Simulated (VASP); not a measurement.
# AlN (Cm) in VASP: further runs

The runs below take AlN through single point, with r2SCAN.

All numbers are computed with VASP 6.6.1; they aren't measurements. Logs are shortened: lines on timing, memory, paths and dates and some standing lists are left out, and cuts for length are marked.

## Step 1: The cell of the first run

The structure is monoclinic, space group Cm (No. 8). The conventional cell has a = 5.350 Å, b = 3.089 Å, c = 3.089 Å, α = 90.00°, β = 125.26°, γ = 90.00°. Al (site symmetry m) has 4 N at 1.73 to 2.06 Å within 2.3 Å. Within 2.3 Å of N (site symmetry m) lie 4 Al at 1.73 to 2.06 Å.

## Step 2: Single point, r2SCAN (all Al atoms moved -0.200 Å, as atom 1 along Cartesian [1 -1 0])

Contents of POSCAR:

```
AlN
1.0
    0.0000000000      2.1839935596      2.1839935596
    2.1839935596      0.0000000000      2.1839935596
    2.1839935596      2.1839935596      0.0000000000
Al N
1 1
Direct
    0.0647535592     -0.0647535592      0.0000000000
    0.7500000000      0.7500000000      0.7500000000
```

Contents of INCAR.step1:

```
SYSTEM = AlN
ALGO     = Normal         ! electronic algorithm
EDIFF    = 1E-4           ! SCF threshold, eV
ENCUT    = 520            ! plane-wave cutoff, eV
GGA      = PE             ! functional
ISMEAR   = 0              ! smearing method
LASPH    = .TRUE.         ! aspherical terms in the spheres
LCHARG   = .FALSE.        ! write CHGCAR
LREAL    = .FALSE.        ! projectors in reciprocal space
LWAVE    = .TRUE.         ! write WAVECAR
NBANDS   = 11             ! bands
NELM     = 60             ! most SCF steps
PREC     = Accurate       ! precision mode
SIGMA    = 0.05           ! smearing width, eV
```

Contents of INCAR.step2:

```
SYSTEM = AlN
ALGO     = Normal         ! electronic algorithm
EDIFF    = 1E-6           ! SCF threshold, eV
ENCUT    = 520            ! plane-wave cutoff, eV
ISIF     = 2              ! what is computed and relaxed
ISMEAR   = 0              ! smearing method
ISTART   = 1            
LASPH    = .TRUE.         ! aspherical terms in the spheres
LCHARG   = .TRUE.         ! write CHGCAR
LELF     = .TRUE.         ! ELF
LMIXTAU  = .TRUE.       
LREAL    = .FALSE.        ! projectors in reciprocal space
LVHAR    = .TRUE.       
LWAVE    = .FALSE.        ! write WAVECAR
METAGGA  = R2SCAN         ! meta-GGA
NBANDS   = 11             ! bands
NELM     = 60             ! most SCF steps
PREC     = Accurate       ! precision mode
SIGMA    = 0.05           ! smearing width, eV
```

Contents of KPOINTS:

```
k-points
0
G
  10 10 10
  0 0 0
```

Potentials or basis: VASP PAW PBE potentials, release 64 (Al, N).

On the command line:

```sh
$ cat potpaw_PBE.64/Al/POTCAR potpaw_PBE.64/N/POTCAR > POTCAR
$ cp INCAR.step1 INCAR
$ mpirun -np 1 vasp_std > vasp.out
$ cp INCAR.step2 INCAR
$ mpirun -np 1 vasp_std > vasp.out
```

OUTCAR:

```text
SYSTEM = AlN
   EDIFF = 1E-6
   ENCUT = 520
   ISIF = 2
   ISMEAR = 0
   ISTART = 1
   LASPH = .TRUE.
   LREAL = .FALSE.
   METAGGA = R2SCAN
   NELM = 60
   PREC = Accurate

 ion  position               nearest neighbor table
   1  0.065  0.935  0.000-   2 1.73   2 1.90   2 1.90   2 2.06
   2  0.750  0.750  0.750-   1 1.73   1 1.90   1 1.90   1 2.06

  LATTYP: Found a face centered cubic cell.
 ALAT       =     4.3679871192

  Lattice vectors:

 A1 = (   0.0000000000,   2.1839935596,   2.1839935596)
 A2 = (   2.1839935596,   0.0000000000,   2.1839935596)
 A3 = (   2.1839935596,   2.1839935596,   0.0000000000)

Analysis of symmetry for initial positions (statically):
=====================================================================
 Subroutine PRICEL returns:
 Original cell was already a primitive cell.

 Routine SETGRP: Setting up the symmetry group for a
 face centered cubic supercell.

 Subroutine GETGRP returns: Found  2 space group operations
 (whereof  2 operations were pure point group operations)
 out of a pool of 48 trial point group operations.

The static configuration has the point symmetry C_1h.

Analysis of symmetry for dynamics (positions and initial velocities):
=====================================================================
 Subroutine PRICEL returns:
 Original cell was already a primitive cell.

 Routine SETGRP: Setting up the symmetry group for a
 face centered cubic supercell.

 Subroutine GETGRP returns: Found  2 space group operations
 (whereof  2 operations were pure point group operations)
 out of a pool of 48 trial point group operations.

The dynamic configuration has the point symmetry C_1h.

 Subroutine INISYM returns: Found  2 space group operations
 (whereof  2 operations are pure point group operations),
 and found     1 'primitive' translations

----------------------------------------------------------------------------------------

                                     Primitive cell

  volume of cell :      20.8345

  direct lattice vectors                    reciprocal lattice vectors
     0.000000000  2.183993560  2.183993560    -0.228938404  0.228938404  0.228938404
     2.183993560  0.000000000  2.183993560     0.228938404 -0.228938404  0.228938404
     2.183993560  2.183993560  0.000000000     0.228938404  0.228938404 -0.228938404

  length of vectors
     3.088633312  3.088633312  3.088633312     0.396532948  0.396532948  0.396532948

  position of ions in fractional coordinates (direct lattice)
     0.064753559  0.935246441  0.000000000
     0.750000000  0.750000000  0.750000000

  ion indices of the primitive-cell ions
   primitive index   ion index
                 1           1
                 2           2

----------------------------------------------------------------------------------------

 KPOINTS: k-points

Automatic generation of k-mesh.
 Grid dimensions read from file:
 generate k-points for:   10   10   10

 Generating k-lattice:

  Cartesian coordinates                     Fractional coordinates (reciprocal lattice)
    -0.022893840  0.022893840  0.022893840     0.100000000  0.000000000  0.000000000
     0.022893840 -0.022893840  0.022893840     0.000000000  0.100000000  0.000000000
     0.022893840  0.022893840 -0.022893840     0.000000000  0.000000000  0.100000000

  Length of vectors
     0.039653295  0.039653295  0.039653295

  Shift w.r.t. Gamma in fractional coordinates (k-lattice)
     0.000000000  0.000000000  0.000000000

 Subroutine IBZKPT returns following result:
 ===========================================

 Found    282 irreducible k-points:

 Following reciprocal coordinates:
            Coordinates               Weight
  0.000000  0.000000  0.000000      1.000000
  0.100000  0.000000  0.000000      2.000000
  0.000000  0.100000  0.000000      2.000000
  0.000000  0.000000  0.100000      4.000000
  0.200000  0.000000  0.000000      2.000000
  0.000000  0.200000  0.000000      2.000000
[... 16 lines left out ...]
  0.200000  0.100000  0.200000      4.000000
[... 51 lines left out ...]
      8      19.5076      0.00000
      9      23.2011      0.00000
     10      23.2146      0.00000
     11      24.6944      0.00000

 k-point     4 :       0.0000    0.0000    0.1000
  band No.  band energies     occupation
      1      -9.9172      2.00000
      2       4.7271      2.00000
      3       5.3082      2.00000
      4       6.0831      2.00000
      5      11.1458      0.00000
      6      18.5461      0.00000
      7      19.3069      0.00000
      8      19.7109      0.00000
      9      22.9415      0.00000
     10      23.0792      0.00000
     11      25.0970      0.00000

 k-point     5 :       0.2000    0.0000    0.0000
  band No.  band energies     occupation
      1      -9.4964      2.00000
      2       2.9481      2.00000
      3       5.5140      2.00000
      4       5.9645      2.00000
      5      12.1407      0.00000
      6      17.8931      0.00000
      7      19.3466      0.00000
      8      19.5611      0.00000
      9      22.0301      0.00000
     10      22.2384      0.00000
     11      24.5562      0.00000
[... 211 lines left out ...]
 k-point    21 :       0.1000    0.0000    0.2000
  band No.  band energies     occupation
      1      -9.5452      2.00000
      2       3.7356      2.00000
      3       4.8988      2.00000
      4       5.6462      2.00000
      5      12.3116      0.00000
      6      17.6621      0.00000
      7      19.0875      0.00000
      8      19.6743      0.00000
      9      21.0203      0.00000
     10      24.3684      0.00000
     11      25.9380      0.00000

 k-point    22 :       0.1000    0.1000   -0.1000
  band No.  band energies     occupation
      1      -9.5436      2.00000
      2       3.6014      2.00000
      3       5.1123      2.00000
      4       5.6303      2.00000
      5      12.2395      0.00000
      6      17.7395      0.00000
      7      18.8382      0.00000
      8      20.0721      0.00000
      9      20.7221      0.00000
     10      24.3265      0.00000
     11      25.8411      0.00000

 k-point    23 :       0.2000    0.1000    0.2000
  band No.  band energies     occupation
      1      -9.5423      2.00000
      2       3.5720      2.00000
      3       4.9405      2.00000
      4       5.8604      2.00000
      5      12.2084      0.00000
      6      17.7854      0.00000
      7      18.8902      0.00000
      8      19.9492      0.00000
      9      20.8837      0.00000
     10      24.1021      0.00000
     11      25.7201      0.00000

 k-point    24 :       0.1000    0.2000    0.0000
  band No.  band energies     occupation
      1      -9.5484      2.00000
      2       3.9456      2.00000
      3       4.9886      2.00000
      4       5.2661      2.00000
      5      12.3936      0.00000
      6      17.7042      0.00000
      7      19.0039      0.00000
      8      19.4380      0.00000
      9      21.2446      0.00000
     10      24.7400      0.00000
     11      25.5335      0.00000

 [... further k-points ...]

------------------------ aborting loop because EDIFF is reached ----------------------------------------

  FORCE on cell =-STRESS in cart. coord.  units (eV):
  Direction    XX          YY          ZZ          XY          YZ          ZX
  --------------------------------------------------------------------------------------
  -------------------------------------------------------------------------------------
  Total        0.4777744      0.4777744      1.0634533     -0.7702845      1.4151265     -1.4151196
  in kB       36.7408690     36.7408690     81.7795914    -59.2349054    108.8232710   -108.8227417
  external PRESSURE =      51.7537765 kB  Pullay stress =       0.0000000 kB

 VOLUME and BASIS-vectors are now :
 -----------------------------------------------------------------------------
  energy-cutoff  :      520.00
  volume of cell :       20.83
      direct lattice vectors                 reciprocal lattice vectors
     0.000000000  2.183993560  2.183993560    -0.228938404  0.228938404  0.228938404
     2.183993560  0.000000000  2.183993560     0.228938404 -0.228938404  0.228938404
     2.183993560  2.183993560  0.000000000     0.228938404  0.228938404 -0.228938404

 POSITION                                       TOTAL-FORCE (eV/Angst)
 -----------------------------------------------------------------------------------
      2.04257      0.14142      2.18399         2.289294     -2.289294     -1.291328
      3.27599      3.27599      3.27599        -2.289294      2.289294      1.291328
 -----------------------------------------------------------------------------------
    total drift:                               -0.003778      0.003779     -0.002267

  FREE ENERGIE OF THE ION-ELECTRON SYSTEM (eV)
  ---------------------------------------------------
  free  energy   TOTEN  =       -18.8663292971 eV

  energy  without entropy=      -18.8663292971  energy(sigma->0) =      -18.86632930
```

Run time: 2.9 min. Hardware: 1 thread of Intel Xeon 8259CL, shared host; peak memory 0.19 GiB.

What came out:

```
Free energy            : -18.8663 eV
Pressure               : 5.2 GPa
Largest force          : 3.486 eV/Å
Band gap on the k mesh : 3.40 eV (least direct gap 4.30 eV)
```

Forces on the atoms (eV/Å):
```
Al   2.289 -2.289 -1.291
N   -2.289  2.289  1.291
```

Levels at points of the mesh, in eV from the valence-band top:
| k point | band 1 | band 2 | band 3 | band 4 | band 5 | band 6 | band 7 | band 8 |
| --- | --- | --- | --- | --- | --- | --- | --- | --- |
| (0.00, 0.00, 0.00) | -16.25 | -1.05 | -0.51 | 0.00 | 4.30 | 12.98 | 12.99 | 13.14 |
| (0.50, 0.00, 0.00) | -14.22 | -6.59 | -0.95 | -0.57 | 7.46 | 10.02 | 11.44 | 11.69 |
| (0.00, 0.50, 0.00) | -14.28 | -6.18 | -1.46 | -1.01 | 7.80 | 10.38 | 11.19 | 11.60 |
| (0.00, 0.00, 0.50) | -14.25 | -6.40 | -1.35 | -0.61 | 7.55 | 10.18 | 11.25 | 11.83 |
| (0.50, 0.50, 0.00) | -13.63 | -5.48 | -2.29 | -2.22 | 3.40 | 8.73 | 14.42 | 16.54 |
| (0.00, 0.50, 0.50) | -13.63 | -5.46 | -2.56 | -2.04 | 3.44 | 8.87 | 14.43 | 16.42 |

Caveat: the cell differs from its parent crystal (all Al atoms moved -0.200 Å, as atom 1 along Cartesian [1 -1 0]); the cell stands under pressure; the PAW data sets were made with another functional, which shifts forces and pressure a little. A k mesh can miss the band edges.

## Step 3: Single point, r2SCAN (all Al atoms moved +0.150 Å, as atom 1 along Cartesian [1 -1 0])

POSCAR: that of step 2 with these lines changed.

```diff
@@ -8,3 +8,3 @@
 Direct
-    0.0647535592     -0.0647535592      0.0000000000
+   -0.0485651694      0.0485651694      0.0000000000
     0.7500000000      0.7500000000      0.7500000000
```

Contents of INCAR.step1:

```
SYSTEM = AlN
ALGO = Normal ; EDIFF = 1E-4
ENCUT = 520 ; GGA = PE
ISMEAR = 0 ; LASPH = .TRUE.
LCHARG = .FALSE. ; LREAL = .FALSE.
LWAVE = .TRUE. ; NBANDS = 11
NELM = 80 ; PREC = Accurate
SIGMA = 0.05
```

Contents of INCAR.step2:

```
SYSTEM = AlN
ALGO = Normal ; EDIFF = 1E-6
ENCUT = 520 ; ISIF = 2
ISMEAR = 0 ; ISTART = 1
LASPH = .TRUE. ; LCHARG = .FALSE.
LMIXTAU = .TRUE. ; LREAL = .FALSE.
LWAVE = .FALSE. ; METAGGA = R2SCAN
NBANDS = 11 ; NELM = 80
PREC = Accurate ; SIGMA = 0.05
```

KPOINTS is that of step 2.

Potentials or basis: VASP PAW PBE potentials, release 64 (Al, N).

On the command line:

```sh
$ cat potpaw_PBE.64/Al/POTCAR potpaw_PBE.64/N/POTCAR > POTCAR
$ cp INCAR.step1 INCAR
$ mpirun -np 1 vasp_std > vasp.out
$ cp INCAR.step2 INCAR
$ mpirun -np 1 vasp_std > vasp.out
```

Run time: 2.7 min. Hardware: 1 thread of Intel Xeon 8259CL, shared host; peak memory 0.19 GiB.

The run converged. Its results:

| Item | Value |
| --- | --- |
| Free energy | -19.0061 eV |
| Pressure | 2.8 GPa |
| Largest force | 2.468 eV/Å |
| Band gap on the k mesh | 3.53 eV (least direct gap 4.45 eV) |

Forces on the atoms (eV/Å):
```
Al  -1.670  1.670 -0.716
N    1.670 -1.670  0.716
```

Stress tensor (GPa, compression positive):
```
 1.97 -3.37  7.75
-3.37  1.97 -7.75
 7.75 -7.75  4.36
```

Levels at points of the mesh, in eV from the valence-band top:
| k point | band 1 | band 2 | band 3 | band 4 | band 5 | band 6 | band 7 | band 8 | band 9 |
| --- | --- | --- | --- | --- | --- | --- | --- | --- | --- |
| (0.00, 0.00, 0.00) | -16.14 | -0.80 | -0.39 | 0.00 | 4.45 | 13.10 | 13.12 | 13.21 | 18.06 |
| (0.50, 0.00, 0.00) | -14.15 | -6.12 | -1.23 | -0.89 | 7.91 | 10.50 | 11.37 | 11.66 | 18.73 |
| (0.00, 0.50, 0.00) | -14.11 | -6.43 | -0.85 | -0.54 | 7.65 | 10.23 | 11.55 | 11.75 | 18.76 |
| (0.00, 0.00, 0.50) | -14.13 | -6.29 | -1.15 | -0.59 | 7.73 | 10.35 | 11.40 | 11.83 | 18.72 |
| (0.50, 0.50, 0.00) | -13.50 | -5.35 | -2.18 | -2.14 | 3.53 | 8.95 | 14.65 | 16.62 | 16.69 |
| (0.00, 0.50, 0.50) | -13.50 | -5.34 | -2.39 | -1.99 | 3.55 | 9.03 | 14.66 | 16.53 | 16.68 |

Caveat: the cell differs from its parent crystal (all Al atoms moved +0.150 Å, as atom 1 along Cartesian [1 -1 0]); the PAW data sets were made with another functional, which shifts forces and pressure a little.

## Step 4: Single point, r2SCAN (all Al atoms moved +0.175 Å, as atom 1 along Cartesian [1 -1 0])

POSCAR: that of step 3 with these lines changed.

```diff
@@ -8,3 +8,3 @@
 Direct
-   -0.0485651694      0.0485651694      0.0000000000
+   -0.0566593643      0.0566593643      0.0000000000
     0.7500000000      0.7500000000      0.7500000000
```

Contents of INCAR.step1:

```
PREC = Accurate ; ENCUT = 520
ISMEAR = 0 ; SIGMA = 0.05
LREAL = False ; LASPH = True
NELM = 80 ; NBANDS = 11
GGA = PE ; ALGO = Normal
EDIFF = 1E-4 ; LWAVE = True
LCHARG = False
```

Contents of INCAR.step2:

```
PREC = Accurate ; ENCUT = 520
EDIFF = 1E-6 ; ISMEAR = 0
SIGMA = 0.05 ; LREAL = False
LASPH = True ; NELM = 80
ALGO = Normal ; ISIF = 2
LWAVE = False ; LCHARG = True
METAGGA = R2SCAN ; LMIXTAU = True
LELF = True ; LVHAR = True
NBANDS = 11 ; ISTART = 1
```

Contents of KPOINTS:

```
regular mesh
0
Gamma
  10 10 10
```

On the command line:

```sh
$ cat potpaw_PBE.64/Al/POTCAR potpaw_PBE.64/N/POTCAR > POTCAR
$ cp INCAR.step1 INCAR
$ mpirun -np 1 vasp_std > vasp.out
$ cp INCAR.step2 INCAR
$ mpirun -np 1 vasp_std > vasp.out
```

Run time: 3.9 min. Hardware: 1 thread of Intel Xeon 8259CL, shared host; peak memory 0.19 GiB.

It converged, with:

| Quantity | Value |
| --- | --- |
| Free energy | -18.9416 eV |
| Pressure | 3.9 GPa |
| Largest force | 2.959 eV/Å |
| Band gap on the k mesh | 3.47 eV (least direct gap 4.38 eV) |

Forces in eV/Å, atoms in the order of the input:
```
Al  -1.974  1.974 -0.981
N    1.974 -1.974  0.981
```

Stress tensor (GPa, compression positive):
```
 2.79 -4.56  9.27
-4.56  2.79 -9.27
 9.27 -9.27  6.14
```

Levels at points of the mesh, in eV from the valence-band top:
```csv
k point,band 2,band 3,band 4,band 5,band 6,band 7
"(0.00, 0.00, 0.00)",-0.93,-0.45,0.00,4.38,13.04,13.05
"(0.50, 0.00, 0.00)",-6.15,-1.35,-0.95,7.85,10.44,11.28
"(0.00, 0.50, 0.00)",-6.51,-0.90,-0.55,7.56,10.12,11.49
"(0.00, 0.00, 0.50)",-6.34,-1.26,-0.60,7.64,10.27,11.32
"(0.50, 0.50, 0.00)",-5.42,-2.24,-2.18,3.47,8.84,14.54
"(0.00, 0.50, 0.50)",-5.40,-2.48,-2.02,3.50,8.95,14.55
```

Caveat: the cell differs from its parent crystal (all Al atoms moved +0.175 Å, as atom 1 along Cartesian [1 -1 0]); the cell stands under pressure; the PAW data sets were made with another functional, which shifts forces and pressure a little.

## Step 5: Single point, r2SCAN (all Al atoms moved +0.125 Å, as atom 1 along Cartesian [1 -1 0])

POSCAR: that of step 4 with these lines changed.

```diff
@@ -8,3 +8,3 @@
 Direct
-   -0.0566593643      0.0566593643      0.0000000000
+   -0.0404709745      0.0404709745      0.0000000000
     0.7500000000      0.7500000000      0.7500000000
```

Contents of INCAR.step1:

```
  PREC = Accurate
  ENCUT = 520
  ISMEAR = 0
  SIGMA = 0.05
  LREAL = False
  LASPH = True
  NELM = 60
  NBANDS = 11
  GGA = PE
  ALGO = Normal
  EDIFF = 1E-4
  LWAVE = True
  LCHARG = False
```

Contents of INCAR.step2:

```
  PREC = Accurate
  ENCUT = 520
  EDIFF = 1E-7
  ISMEAR = 0
  SIGMA = 0.05
  LREAL = False
  LASPH = True
  NELM = 60
  ALGO = Normal
  ISIF = 2
  LWAVE = False
  LCHARG = False
  METAGGA = R2SCAN
  LMIXTAU = True
  NBANDS = 11
  ISTART = 1
```

Contents of KPOINTS:

```
Automatic mesh
0
Gamma
  10 10 10
```

On the command line:

```sh
$ cat potpaw_PBE.64/Al/POTCAR potpaw_PBE.64/N/POTCAR > POTCAR
$ cp INCAR.step1 INCAR
$ mpirun -np 1 vasp_std > vasp.out
$ cp INCAR.step2 INCAR
$ mpirun -np 1 vasp_std > vasp.out
```

It took 4.1 min on 1 thread of Intel Xeon 8259CL, shared host; peak memory 0.19 GiB.

It converged, with:

| Quantity | Value |
| --- | --- |
| Free energy | -19.0599 eV |
| Pressure | 1.9 GPa |
| Largest force | 2.005 eV/Å |
| Band gap on the k mesh | 3.60 eV (least direct gap 4.53 eV) |

Forces in eV/Å, atoms in the order of the input:
```
Al  -1.374  1.374 -0.495
N    1.374 -1.374  0.495
```

Stress tensor (GPa, compression positive):
```
 1.37 -2.35  6.32
-2.35  1.37 -6.32
 6.32 -6.32  3.00
```

Levels at points of the mesh, in eV from the valence-band top:
```
           k point  band 1  band 2  band 3  band 4  band 5  band 6  band 7  band 8
(0.00, 0.00, 0.00)  -16.07   -0.67   -0.33    0.00    4.53   13.16   13.18   13.26
(0.50, 0.00, 0.00)  -14.09   -6.08   -1.11   -0.83    7.96   10.56   11.46   11.69
(0.00, 0.50, 0.00)  -14.04   -6.35   -0.79   -0.53    7.75   10.33   11.61   11.78
(0.00, 0.00, 0.50)  -14.06   -6.22   -1.05   -0.57    7.82   10.44   11.48   11.83
(0.50, 0.50, 0.00)  -13.44   -5.29   -2.13   -2.10    3.60    9.05   14.76   16.66
(0.00, 0.50, 0.50)  -13.44   -5.28   -2.30   -1.96    3.61    9.11   14.77   16.59
```

Caveat: the cell differs from its parent crystal (all Al atoms moved +0.125 Å, as atom 1 along Cartesian [1 -1 0]); the PAW data sets were made with another functional, which shifts forces and pressure a little. A k mesh can miss the band edges.

## Step 6: Overview

```tsv
cell	gap on the mesh (eV)	pressure (GPa)	largest force (eV/Å)
as given, atomic positions A	3.40	5.2	3.49
as given, atomic positions B	3.53	2.8	2.47
as given, atomic positions C	3.47	3.9	2.96
as given, atomic positions D	3.60	1.9	2.00
```

Alike in all rows: task single point; level r2SCAN; potentials or basis VASP PAW PBE potentials, release 64 (Al, N); no spin polarisation; k mesh 10 × 10 × 10; cutoff (eV) 520; smearing gaussian 0.05 eV.

Caveats: the PAW data sets were made with another functional, which shifts forces and pressure a little; the cell stands under pressure (at least some runs).

Absolute energies hang on the potentials; compare differences alone.
